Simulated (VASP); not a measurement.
# BAs (F-43m) in VASP: a series of runs

The runs below take BAs through relaxation of cell and atoms, single point, with BLYP, PBE, PBEsol.

Everything below comes from runs of VASP 6.6.1. Logs are shortened: lines on timing, memory, paths and dates and some standing lists are left out, and cuts for length are marked.

## Step 1: The cell of the first run

The structure is cubic, space group F-43m (No. 216). The conventional cell has a = 4.777 Å, b = 4.777 Å, c = 4.777 Å, α = 90.00°, β = 90.00°, γ = 90.00°. Within 2.7 Å of As (site symmetry -43m) lie 4 B at 2.07 Å. B (site symmetry -43m) has 4 As at 2.07 Å within 2.7 Å.

## Step 2: Relaxation of cell and atoms, BLYP

File INCAR:

```
AGGAC = 1.0
AGGAX = 1.0
ALDAC = 0.0
ALDAX = 1.0
ALGO = Normal
EDIFF = 1E-6
EDIFFG = -0.005
ENCUT = 600
GGA = B5
IBRION = 2
ISIF = 3
ISMEAR = -1
LASPH = True
LCHARG = False
LREAL = False
LWAVE = False
NELM = 100
NSW = 80
PREC = Accurate
SIGMA = 0.05
```

File KPOINTS:

```
k-points
0
Gamma
  10 10 10
```

File POSCAR:

```
BAs
1.0
    0.0000000000      2.3885000000      2.3885000000
    2.3885000000      0.0000000000      2.3885000000
    2.3885000000      2.3885000000      0.0000000000
As B
1 1
Direct
    0.7500000000      0.7500000000      0.7500000000
    0.0000000000      0.0000000000      0.0000000000
```

Potentials or basis: VASP PAW PBE potentials, release 64 (As, B).

Run with:

```sh
> cat potpaw_PBE.64/As/POTCAR potpaw_PBE.64/B/POTCAR > POTCAR
> mpirun -np 1 vasp_std > vasp.out
```

OUTCAR:

```text
EDIFF = 1E-6
   EDIFFG = -0.005
   ENCUT = 600
   GGA = B5
   IBRION = 2
   ISIF = 3
   ISMEAR = -1
   LASPH = True
   LREAL = False
   NELM = 100
   NSW = 80
   PREC = Accurate

 ion  position               nearest neighbor table
   1  0.750  0.750  0.750-   2 2.07   2 2.07   2 2.07   2 2.07
   2  0.000  0.000  0.000-   1 2.07   1 2.07   1 2.07   1 2.07

  LATTYP: Found a face centered cubic cell.
 ALAT       =     4.7770000000

  Lattice vectors:

 A1 = (   0.0000000000,   2.3885000000,   2.3885000000)
 A2 = (   2.3885000000,   0.0000000000,   2.3885000000)
 A3 = (   2.3885000000,   2.3885000000,   0.0000000000)

Analysis of symmetry for initial positions (statically):
=====================================================================
 Subroutine PRICEL returns:
 Original cell was already a primitive cell.

 Routine SETGRP: Setting up the symmetry group for a
 face centered cubic supercell.

 Subroutine GETGRP returns: Found 24 space group operations
 (whereof 24 operations were pure point group operations)
 out of a pool of 48 trial point group operations.

The static configuration has the point symmetry T_d .

Analysis of symmetry for dynamics (positions and initial velocities):
=====================================================================
 Subroutine PRICEL returns:
 Original cell was already a primitive cell.

 Routine SETGRP: Setting up the symmetry group for a
 face centered cubic supercell.

 Subroutine GETGRP returns: Found 24 space group operations
 (whereof 24 operations were pure point group operations)
 out of a pool of 48 trial point group operations.

The dynamic configuration has the point symmetry T_d .

 Subroutine INISYM returns: Found 24 space group operations
 (whereof 24 operations are pure point group operations),
 and found     1 'primitive' translations

----------------------------------------------------------------------------------------

                                     Primitive cell

  volume of cell :      27.2525

  direct lattice vectors                    reciprocal lattice vectors
     0.000000000  2.388500000  2.388500000    -0.209336404  0.209336404  0.209336404
     2.388500000  0.000000000  2.388500000     0.209336404 -0.209336404  0.209336404
     2.388500000  2.388500000  0.000000000     0.209336404  0.209336404 -0.209336404

  length of vectors
     3.377849094  3.377849094  3.377849094     0.362581287  0.362581287  0.362581287

  position of ions in fractional coordinates (direct lattice)
     0.750000000  0.750000000  0.750000000
     0.000000000  0.000000000  0.000000000

  ion indices of the primitive-cell ions
   primitive index   ion index
                 1           1
                 2           2

----------------------------------------------------------------------------------------

 KPOINTS: k-points

Automatic generation of k-mesh.
 Grid dimensions read from file:
 generate k-points for:   10   10   10

 Generating k-lattice:

  Cartesian coordinates                     Fractional coordinates (reciprocal lattice)
    -0.020933640  0.020933640  0.020933640     0.100000000  0.000000000  0.000000000
     0.020933640 -0.020933640  0.020933640     0.000000000  0.100000000  0.000000000
     0.020933640  0.020933640 -0.020933640     0.000000000  0.000000000  0.100000000

  Length of vectors
     0.036258129  0.036258129  0.036258129

  Shift w.r.t. Gamma in fractional coordinates (k-lattice)
     0.000000000  0.000000000  0.000000000

 Subroutine IBZKPT returns following result:
 ===========================================

 Found     47 irreducible k-points:

 Following reciprocal coordinates:
            Coordinates               Weight
  0.000000  0.000000  0.000000      1.000000
  0.100000  0.000000  0.000000      8.000000
  0.200000  0.000000  0.000000      8.000000
  0.300000  0.000000  0.000000      8.000000
  0.400000  0.000000  0.000000      8.000000
  0.500000  0.000000  0.000000      4.000000
[... 16 lines left out ...]
  0.300000  0.300000  0.000000      6.000000
  0.400000  0.300000  0.000000     24.000000
 [... further k-points ...]
   k-points           NKPTS =     47   k-points in BZ     NKDIM =     47   number of bands    NBANDS=      8
   number of dos      NEDOS =    301   number of ions     NIONS =      2
   total plane-waves  NPLWV =  21952
   dimension x,y,z NGX =    28 NGY =   28 NGZ =   28
   dimension x,y,z NGXF=    56 NGYF=   56 NGZF=   56
   ions per type =               1   1
   NGX,Y,Z   is equivalent  to a cutoff of  13.78, 13.78, 13.78 a.u.
   NGXF,Y,Z  is equivalent  to a cutoff of  27.56, 27.56, 27.56 a.u.
 SYSTEM =  unknown system
   PREC   = accura    normal or accurate (medium, high low for compatibility)
   ISTART =      0    job   : 0-new  1-cont  2-samecut
   ICHARG =      2    charge: 1-file 2-atom 10-const
   ISPIN  =      1    spin polarized calculation?
   LNONCOLLINEAR =      F non collinear calculations
   LSORBIT =      F    spin-orbit coupling
   LASPH  =      T    aspherical Exc in radial PAW
   ENCUT  =  600.0 eV  44.10 Ry    6.64 a.u.   6.75  6.75  6.75*2*pi/ulx,y,z
   NELM   =    100;   NELMIN=  2; NELMDL= -5     # of ELM steps
   EDIFF  = 0.1E-05   stopping-criterion for ELM
   LREAL  =      F    real-space projection
   EDIFFG = -.5E-02   stopping-criterion for IOM
   NSW    =     80    number of steps for IOM
   IBRION =      2    ionic relax: 0-MD 1-quasi-New 2-CG
   NFREE  =      1    steps in history (QN), initial steepest desc. (CG)
   ISIF   =      3    stress and relaxation
   ISYM   =      2    0-nonsym 1-usesym 2-fastsym
   POTIM  = 0.5000    time-step for ionic-motion
   TEBEG  =    0.0;   TEEND  =   0.0 temperature during run
   PSTRESS=    0.0 pullay stress
   NELECT =       8.0000    total number of electrons
   NUPDOWN=      -1.0000    fix difference up-down
   EMIN   =  10.00;   EMAX   =-10.00  energy-range for DOS
   EFERMI =   0.00;   METHOD = LEGACY
   ISMEAR =    -1;   SIGMA  =   0.05  broadening in eV -4-tet -1-fermi 0-gaus
   EFERMI_NEDOS =   21; number of points for ismear=-14 and -15
   IALGO  =     38    algorithm
   IMIX   =      4    mixing-type and parameters
     AMIX     =   0.40;   BMIX     =  1.00
     AMIX_MAG =   1.60;   BMIX_MAG =  1.00
  volume/ion in A,a.u.               =      13.63        91.95
  Fermi-wavevector in a.u.,A,eV,Ry     =   1.088018  2.056057 16.106360  1.183784
  Thomas-Fermi vector in A             =   2.224191
   LORBIT       =      0    0 simple, 1 ext, 2 COOP (PROOUT), +10 PAW based schemes
   GGA     = B5    functional components
   LHFCALC =     F    Hartree Fock is set to
   AEXX    =    0.0000 exact exchange contribution
   IVDW    =     0    specifies the selected vdW correction
   LEPSILON=     F    determine dielectric tensor
   LRPA    =     F    only Hartree local field effects (RPA)
 conjugate gradient relaxation of ions
 non-spin polarized calculation
  energy-cutoff  :      600.00
  volume of cell :       27.25
 maximum number of plane-waves:       941
   NGX = 13   NGY = 13   NGZ = 13

--------------------------------------- Ionic step        1  -------------------------------------------

 number of electron       8.0000000 magnetization

 Free energy of the ion-electron system (eV)
  ---------------------------------------------------
  ext. energy  EPLUGINS =         0.00000000
  ---------------------------------------------------
  free energy    TOTEN  =       -10.02394210 eV

  energy without entropy =      -10.02394209  energy(sigma->0) =      -10.02394210

------------------------ aborting loop because EDIFF is reached ----------------------------------------

  FORCE on cell =-STRESS in cart. coord.  units (eV):
  Direction    XX          YY          ZZ          XY          YZ          ZX
  --------------------------------------------------------------------------------------
  -------------------------------------------------------------------------------------
  Total        1.4760543      1.4760543      1.4760543     -0.0000000      0.0000000     -0.0000000
  in kB       86.7775128     86.7775128     86.7775128     -0.0000000      0.0000000     -0.0000000
  external PRESSURE =      86.7775128 kB  Pullay stress =       0.0000000 kB
[... 57 lines left out ...]
  energy  without entropy=      -10.0537775074  energy(sigma->0) =      -10.05377751

--------------------------------------- Ionic step        3  -------------------------------------------

 number of electron       7.9999999 magnetization

 Free energy of the ion-electron system (eV)
  ---------------------------------------------------
  ext. energy  EPLUGINS =         0.00000000
  ---------------------------------------------------
  free energy    TOTEN  =       -10.07050924 eV

  energy without entropy =      -10.07050923  energy(sigma->0) =      -10.07050924

 E-fermi :   6.5228     XC(G=0):  -9.6484

 val. band max:        5.8122645549   @ k =   0.0000   0.0000   0.0000
 cond. band min:       7.2669538859   @ k =   0.4000   0.4000   0.0000
 fundamental gap:      1.4546893310
 Fermi energy:         6.5227947970

 k-point     1 :       0.0000    0.0000    0.0000
  band No.  band energies     occupation
      1      -8.9247      2.00000
      2       5.8123      2.00000
      3       5.8123      2.00000
      4       5.8123      2.00000
      5       9.0988      0.00000
      6       9.0988      0.00000
      7       9.0988      0.00000
      8       9.6721      0.00000
[... 243 lines left out ...]
 k-point    24 :       0.4000    0.3000    0.0000
  band No.  band energies     occupation
      1      -6.4926      2.00000
      2      -0.4178      2.00000
      3       2.1865      2.00000
      4       2.6215      2.00000
      5       7.7328      0.00000
      6       9.3817      0.00000
      7      14.2186      0.00000
      8      14.4654      0.00000

 [... further k-points ...]

------------------------ aborting loop because EDIFF is reached ----------------------------------------

  FORCE on cell =-STRESS in cart. coord.  units (eV):
  Direction    XX          YY          ZZ          XY          YZ          ZX
  --------------------------------------------------------------------------------------
  -------------------------------------------------------------------------------------
  Total       -0.0009928     -0.0009928     -0.0009928      0.0000000     -0.0000000      0.0000000
  in kB       -0.0547105     -0.0547105     -0.0547105      0.0000000     -0.0000000      0.0000000
  external PRESSURE =      -0.0547105 kB  Pullay stress =       0.0000000 kB
[... 17 lines left out ...]
  FREE ENERGIE OF THE ION-ELECTRON SYSTEM (eV)
  ---------------------------------------------------
  free  energy   TOTEN  =       -10.0705092398 eV

  energy  without entropy=      -10.0705092332  energy(sigma->0) =      -10.07050924

 reached required accuracy - stopping structural energy minimisation
```

Wall time 63 s (1 thread of Intel Xeon Platinum 8488C (Sapphire Rapids), shared host); peak memory 0.17 GiB.

Results:

* Free energy: -10.0705 eV
* Relaxed volume: 14.54 Å³/atom
* Relaxed cell: a = 3.452 Å, b = 3.452 Å, c = 3.452 Å, α = 60.00°, β = 60.00°, γ = 60.00°
* Space group after relaxing (to 0.05 Å): F-43m (No. 216)
* Energy gained by relaxing: 23.3 meV/atom
* Ionic steps: 3
* Pressure after relaxing: 0.0 GPa
* Band gap on the k mesh: 1.45 eV, indirect (least direct gap 3.29 eV)

Step by step:
```csv
step,energy change (eV),largest force (eV/Å),pressure (GPa),volume (Å³)
1,0.0000,0.0000,8.68,27.25
2,-0.0298,0.0000,-4.32,30.27
3,-0.0466,0.0000,-0.01,29.07
```

Final structure:
```
As B
1.0
     0.00000    2.44059    2.44059
     2.44059    0.00000    2.44059
     2.44059    2.44059    0.00000
As B
1 1
Direct
  0.75000 0.75000 0.75000
  0.00000 0.00000 0.00000
```

Levels at points of the mesh, in eV from the valence-band top:
| k point | band 2 | band 3 | band 4 | band 5 | band 6 | band 7 |
| --- | --- | --- | --- | --- | --- | --- |
| (0.00, 0.00, 0.00) | 0.00 | 0.00 | 0.00 | 3.29 | 3.29 | 3.29 |
| (0.50, 0.00, 0.00) | -8.19 | -1.69 | -1.69 | 2.41 | 4.83 | 4.83 |
| (0.50, 0.50, 0.00) | -8.07 | -3.74 | -3.74 | 1.73 | 1.74 | 10.69 |

Caveat: the PAW data sets were made with another functional, which shifts forces and pressure a little.

[end of part 1 of 2]
